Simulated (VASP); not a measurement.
# In2O3 (R-3c) in VASP: relaxation of cell and atoms with PBE

Aim: the relaxation of cell and atoms of In2O3 with PBE.

Program: VASP 6.6.1. These are calculated values, not measurements. Logs are shortened: lines on timing, memory, paths and dates and some standing lists are left out, and cuts for length are marked.

## 1. The cell of the first run

It takes space group R-3c (No. 167, trigonal). Conventional cell: a = 5.487 Å, b = 5.487 Å, c = 14.510 Å, α = 90.00°, β = 90.00°, γ = 120.00°. Within 2.8 Å of In (site symmetry 3) lie 6 O at 2.12 to 2.26 Å. Within 3.1 Å of O (site symmetry 2) lie 4 In at 2.12 to 2.26 Å and 8 O at 2.83 to 3.10 Å.

## 2. Relaxation of cell and atoms, PBE

Input file INCAR:

```
SYSTEM = In2O3
PREC = Accurate
ENCUT = 600
EDIFF = 1E-7
ISMEAR = 0
SIGMA = 0.1
LREAL = .FALSE.
LASPH = .TRUE.
NELM = 120
ALGO = Normal
ISIF = 3
LWAVE = .FALSE.
LCHARG = .FALSE.
GGA = PE
IBRION = 2
NSW = 60
EDIFFG = -0.04
GGA_COMPAT = .FALSE.
NELMIN = 4
```

Input file KPOINTS:

```
regular mesh
0
G
  6 6 6
  0 0 0
```

Input file POSCAR:

```
In2O3
1.0
    2.7435000000      1.5839600000      4.8366700000
   -2.7435000000      1.5839600000      4.8366700000
    0.0000000000     -3.1679210000      4.8366700000
In O
4 6
Direct
    0.3573100000      0.3573100000      0.3573100000
    0.1426900000      0.1426900000      0.1426900000
    0.6426900000      0.6426900000      0.6426900000
    0.8573100000      0.8573100000      0.8573100000
    0.5480000000      0.9520000000      0.2500000000
    0.2500000000      0.5480000000      0.9520000000
    0.9520000000      0.2500000000      0.5480000000
    0.4520000000      0.0480000000      0.7500000000
    0.7500000000      0.4520000000      0.0480000000
    0.0480000000      0.7500000000      0.4520000000
```

Potentials or basis: VASP PAW PBE potentials, release 64 (In_d, O).

Run with:

```bash
$ cat potpaw_PBE.64/In_d/POTCAR potpaw_PBE.64/O/POTCAR > POTCAR
$ mpirun -np 1 vasp_std > vasp.out
```

OUTCAR:

```text
SYSTEM = In2O3
   PREC = Accurate
   ENCUT = 600
   EDIFF = 1E-7
   ISMEAR = 0
   LREAL = .FALSE.
   LASPH = .TRUE.
   NELM = 120
   ISIF = 3
   GGA = PE
   IBRION = 2
   NSW = 60
   EDIFFG = -0.04
   NELMIN = 4

 ion  position               nearest neighbor table
   1  0.357  0.357  0.357-   9 2.12   8 2.12  10 2.12   7 2.26   6 2.26   5 2.26   2 3.11   3 3.24
                             3 3.24   3 3.24   2 3.61   2 3.61   2 3.61   4 3.99   4 3.99   4 3.99
   2  0.143  0.143  0.143-  10 2.12   8 2.12   9 2.12   6 2.26   7 2.26   5 2.26   1 3.11   4 3.24
                             4 3.24   4 3.24   1 3.61   1 3.61   1 3.61   3 3.99   3 3.99   3 3.99
   3  0.643  0.643  0.643-   6 2.12   5 2.12   7 2.12  10 2.26   9 2.26   8 2.26   4 3.11   1 3.24
                             1 3.24   1 3.24   4 3.61   4 3.61   4 3.61   2 3.99   2 3.99   2 3.99
   4  0.857  0.857  0.857-   7 2.12   5 2.12   6 2.12   9 2.26  10 2.26   8 2.26   3 3.11   2 3.24
                             2 3.24   2 3.24   3 3.61   3 3.61   3 3.61   1 3.99   1 3.99   1 3.99
   5  0.548  0.952  0.250-   3 2.12   4 2.12   1 2.26   2 2.26
   6  0.250  0.548  0.952-   3 2.12   4 2.12   2 2.26   1 2.26
   7  0.952  0.250  0.548-   4 2.12   3 2.12   1 2.26   2 2.26
   8  0.452  0.048  0.750-   1 2.12   2 2.12   3 2.26   4 2.26
   9  0.750  0.452  0.048-   1 2.12   2 2.12   4 2.26   3 2.26
  10  0.048  0.750  0.452-   2 2.12   1 2.12   3 2.26   4 2.26

  LATTYP: Found a trigonal (rhomboedric) cell.
 ALAT       =     5.7817902263
 COS(alpha) =     0.5496861925

  Lattice vectors:

 A1 = (   2.7435000000,   1.5839600000,   4.8366700000)
 A2 = (  -2.7435000000,   1.5839600000,   4.8366700000)
 A3 = (   0.0000000000,  -3.1679210000,   4.8366700000)

Analysis of symmetry for initial positions (statically):
=====================================================================
 Subroutine PRICEL returns:
 Original cell was already a primitive cell.

 Routine SETGRP: Setting up the symmetry group for a
 trigonal (rhombohedral) supercell.

 Subroutine GETGRP returns: Found 12 space group operations
 (whereof  6 operations were pure point group operations)
 out of a pool of 12 trial point group operations.

The static configuration has the point symmetry S_6 .
 The point group associated with its full space group is D_3d.

Analysis of symmetry for dynamics (positions and initial velocities):
=====================================================================
 Subroutine PRICEL returns:
 Original cell was already a primitive cell.

 Routine SETGRP: Setting up the symmetry group for a
 trigonal (rhombohedral) supercell.

 Subroutine GETGRP returns: Found 12 space group operations
 (whereof  6 operations were pure point group operations)
 out of a pool of 12 trial point group operations.

The dynamic configuration has the point symmetry S_6 .
 The point group associated with its full space group is D_3d.

 Subroutine INISYM returns: Found 12 space group operations
 (whereof  6 operations are pure point group operations),
 and found     1 'primitive' translations

----------------------------------------------------------------------------------------

                                     Primitive cell

  volume of cell :     126.1093

  direct lattice vectors                    reciprocal lattice vectors
     2.743500000  1.583960000  4.836670000     0.182248952  0.105221490  0.068917947
    -2.743500000  1.583960000  4.836670000    -0.182248952  0.105221490  0.068917947
     0.000000000 -3.167921000  4.836670000     0.000000000 -0.210442980  0.068917926

  length of vectors
     5.781790226  5.781790226  5.781790393     0.221440570  0.221440570  0.221440575

  position of ions in fractional coordinates (direct lattice)
     0.357310000  0.357310000  0.357310000
     0.142690000  0.142690000  0.142690000
     0.642690000  0.642690000  0.642690000
     0.857310000  0.857310000  0.857310000
     0.548000000  0.952000000  0.250000000
     0.250000000  0.548000000  0.952000000
     0.952000000  0.250000000  0.548000000
     0.452000000  0.048000000  0.750000000
     0.750000000  0.452000000  0.048000000
     0.048000000  0.750000000  0.452000000

  ion indices of the primitive-cell ions
   primitive index   ion index
                 1           1
                 2           2
                 3           3
                 4           4
                 5           5
                 6           6
                 7           7
                 8           8
                 9           9
                10          10

----------------------------------------------------------------------------------------

 KPOINTS: regular mesh

Automatic generation of k-mesh.
 Grid dimensions read from file:
 generate k-points for:    6    6    6

 Generating k-lattice:

  Cartesian coordinates                     Fractional coordinates (reciprocal lattice)
     0.030374825  0.017536915  0.011486325     0.166666667 -0.000000000  0.000000000
    -0.030374825  0.017536915  0.011486325    -0.000000000  0.166666667  0.000000000
     0.000000000 -0.035073830  0.011486321     0.000000000  0.000000000  0.166666667

  Length of vectors
     0.036906762  0.036906762  0.036906763

  Shift w.r.t. Gamma in fractional coordinates (k-lattice)
     0.000000000  0.000000000  0.000000000

 Subroutine IBZKPT returns following result:
 ===========================================

 Found     32 irreducible k-points:

 Following reciprocal coordinates:
            Coordinates               Weight
  0.000000  0.000000  0.000000      1.000000
  0.166667  0.000000 -0.000000      6.000000
  0.333333  0.000000 -0.000000      6.000000
  0.500000  0.000000  0.000000      3.000000
  0.166667  0.166667 -0.000000      6.000000
  0.333333  0.166667  0.000000     12.000000
[... 16 lines left out ...]
  0.500000  0.500000  0.166667      6.000000
 -0.333333  0.500000  0.166667     12.000000
 [... further k-points ...]
   k-points           NKPTS =     32   k-points in BZ     NKDIM =     32   number of bands    NBANDS=     52
   number of dos      NEDOS =    301   number of ions     NIONS =     10
   total plane-waves  NPLWV = 110592
   dimension x,y,z NGX =    48 NGY =   48 NGZ =   48
   dimension x,y,z NGXF=    96 NGYF=   96 NGZF=   96
   ions per type =               4   6
   NGX,Y,Z   is equivalent  to a cutoff of  13.80, 13.80, 13.80 a.u.
   NGXF,Y,Z  is equivalent  to a cutoff of  27.60, 27.60, 27.60 a.u.
 SYSTEM =  In2O3
   PREC   = accura    normal or accurate (medium, high low for compatibility)
   ISTART =      0    job   : 0-new  1-cont  2-samecut
   ICHARG =      2    charge: 1-file 2-atom 10-const
   ISPIN  =      1    spin polarized calculation?
   LNONCOLLINEAR =      F non collinear calculations
   LSORBIT =      F    spin-orbit coupling
   LASPH  =      T    aspherical Exc in radial PAW
   ENCUT  =  600.0 eV  44.10 Ry    6.64 a.u.  11.55 11.55 11.55*2*pi/ulx,y,z
   NELM   =    120;   NELMIN=  4; NELMDL= -5     # of ELM steps
   EDIFF  = 0.1E-06   stopping-criterion for ELM
   LREAL  =      F    real-space projection
   EDIFFG = -.4E-01   stopping-criterion for IOM
   NSW    =     60    number of steps for IOM
   IBRION =      2    ionic relax: 0-MD 1-quasi-New 2-CG
   NFREE  =      1    steps in history (QN), initial steepest desc. (CG)
   ISIF   =      3    stress and relaxation
   ISYM   =      2    0-nonsym 1-usesym 2-fastsym
   POTIM  = 0.5000    time-step for ionic-motion
   TEBEG  =    0.0;   TEEND  =   0.0 temperature during run
   PSTRESS=    0.0 pullay stress
   NELECT =      88.0000    total number of electrons
   NUPDOWN=      -1.0000    fix difference up-down
   EMIN   =  10.00;   EMAX   =-10.00  energy-range for DOS
   EFERMI =   0.00;   METHOD = LEGACY
   ISMEAR =     0;   SIGMA  =   0.10  broadening in eV -4-tet -1-fermi 0-gaus
   EFERMI_NEDOS =   21; number of points for ismear=-14 and -15
   IALGO  =     38    algorithm
   IMIX   =      4    mixing-type and parameters
     AMIX     =   0.40;   BMIX     =  1.00
     AMIX_MAG =   1.60;   BMIX_MAG =  1.00
  volume/ion in A,a.u.               =      12.61        85.10
  Fermi-wavevector in a.u.,A,eV,Ry     =   1.452067  2.744009 28.687875  2.108499
  Thomas-Fermi vector in A             =   2.569492
   LORBIT       =      0    0 simple, 1 ext, 2 COOP (PROOUT), +10 PAW based schemes
   GGA     = PE    functional components
   LHFCALC =     F    Hartree Fock is set to
   AEXX    =    0.0000 exact exchange contribution
   IVDW    =     0    specifies the selected vdW correction
   LEPSILON=     F    determine dielectric tensor
   LRPA    =     F    only Hartree local field effects (RPA)
 conjugate gradient relaxation of ions
 non-spin polarized calculation
 Gauss-broadening in eV      SIGMA  =   0.10
  energy-cutoff  :      600.00
  volume of cell :      126.11
 maximum number of plane-waves:      4227
 NGX is ok and might be reduce to    48
   NGX = 23   NGY = 23   NGZ = 23

--------------------------------------- Ionic step        1  -------------------------------------------

 number of electron      88.0000008 magnetization

 Free energy of the ion-electron system (eV)
  ---------------------------------------------------
  ext. energy  EPLUGINS =         0.00000000
  ---------------------------------------------------
  free energy    TOTEN  =       -55.30074562 eV

  energy without entropy =      -55.30074562  energy(sigma->0) =      -55.30074562

------------------------ aborting loop because EDIFF is reached ----------------------------------------

  FORCE on cell =-STRESS in cart. coord.  units (eV):
  Direction    XX          YY          ZZ          XY          YZ          ZX
  --------------------------------------------------------------------------------------
  -------------------------------------------------------------------------------------
  Total        7.3580200      7.3580188      6.1062289      0.0000000     -0.0000004      0.0000000
  in kB       93.4812631     93.4812477     77.5776621      0.0000000     -0.0000053      0.0000000
  external PRESSURE =      88.1800576 kB  Pullay stress =       0.0000000 kB
[... 161 lines left out ...]
  energy  without entropy=      -55.4746857130  energy(sigma->0) =      -55.47468571

--------------------------------------- Ionic step        5  -------------------------------------------

 number of electron      88.0000008 magnetization

 Free energy of the ion-electron system (eV)
  ---------------------------------------------------
  ext. energy  EPLUGINS =         0.00000000
  ---------------------------------------------------
  free energy    TOTEN  =       -55.47581243 eV

  energy without entropy =      -55.47581243  energy(sigma->0) =      -55.47581243

 E-fermi :   5.4804     XC(G=0): -10.9709

 val. band max:        5.0483688487   @ k =   0.3333   0.0000  -0.0000
 cond. band min:       6.0000439258   @ k =   0.0000   0.0000   0.0000
 fundamental gap:      0.9516750772
 Fermi energy:         5.4804376757

 k-point     1 :       0.0000    0.0000    0.0000
  band No.  band energies     occupation
      1     -12.2884      2.00000
      2     -11.4908      2.00000
      3     -11.4908      2.00000
      4     -11.2958      2.00000
      5     -11.2958      2.00000
      6     -11.2087      2.00000
[... 1309 lines left out ...]
     51      13.6021      0.00000
     52      14.3009      0.00000

 [... further k-points ...]
[... 5 lines left out ...]
  --------------------------------------------------------------------------------------
  -------------------------------------------------------------------------------------
  Total        0.0159177      0.0159177      0.2222910      0.0000000     -0.0000000      0.0000000
  in kB        0.1923821      0.1923820      2.6866198      0.0000000     -0.0000002      0.0000000
  external PRESSURE =       1.0237946 kB  Pullay stress =       0.0000000 kB
[... 25 lines left out ...]
  FREE ENERGIE OF THE ION-ELECTRON SYSTEM (eV)
  ---------------------------------------------------
  free  energy   TOTEN  =       -55.4758124335 eV

  energy  without entropy=      -55.4758124335  energy(sigma->0) =      -55.47581243

 reached required accuracy - stopping structural energy minimisation
```

Wall time 35 min (1 thread of Intel Xeon 8259CL, shared host); peak memory 0.46 GiB.

What came out:

| Property | Result |
| --- | --- |
| Free energy | -55.4758 eV |
| Relaxed volume | 13.26 Å³/atom |
| Relaxed cell | a = 5.875 Å, b = 5.875 Å, c = 5.875 Å, α = 56.73°, β = 56.73°, γ = 56.73° |
| Space group after relaxing (to 0.1 Å) | R-3c (No. 167) |
| Energy gained by relaxing | 17.5 meV/atom |
| Ionic steps | 5 |
| Pressure after relaxing | 0.1 GPa |
| Largest force after relaxing | 0.029 eV/Å |
| Band gap on the k mesh | 0.95 eV (least direct gap 1.03 eV) |

Forces in eV/Å, atoms in the order of the input:
```
In   0.000  0.000 -0.009
In   0.000  0.000  0.009
In   0.000  0.000  0.009
In   0.000  0.000 -0.009
O   -0.029  0.000  0.000
O    0.015 -0.025  0.000
O    0.015  0.025  0.000
O    0.029  0.000  0.000
O   -0.015  0.025  0.000
O   -0.015 -0.025  0.000
```

The path:
| step | energy change (eV) | largest force (eV/Å) | pressure (GPa) | volume (Å³) |
| --- | --- | --- | --- | --- |
| 1 | 0.0000 | 0.1390 | 8.82 | 126.11 |
| 2 | -0.0296 | 0.0726 | -6.66 | 139.20 |
| 3 | -0.1740 | 0.0658 | -0.07 | 132.69 |
| 4 | -0.1739 | 0.0670 | 0.08 | 132.56 |
| 5 | -0.1751 | 0.0292 | 0.10 | 132.56 |

Final structure:
```xyz
10
Lattice="2.7911 1.6115 4.9121 -2.7911 1.6115 4.9121 0.0000 -3.2229 4.9121" Properties=species:S:1:pos:R:3 pbc="T T T"
In    0.0000    0.0000    5.2643
In    0.0000    0.0000    2.1039
In    0.0000    0.0000    9.4721
In    0.0000    0.0000   12.6325
O    -1.1340    1.6115    8.5962
O    -0.8286   -1.7878    8.5962
O     1.9626    0.1763    8.5962
O     1.1340   -1.6115    6.1402
O     0.8286    1.7878    6.1402
O    -1.9626   -0.1763    6.1402
```

Caveat: spin-orbit coupling is left out, which moves the levels of the heavy elements. PBE usually gives volumes a little too large and moduli too small.
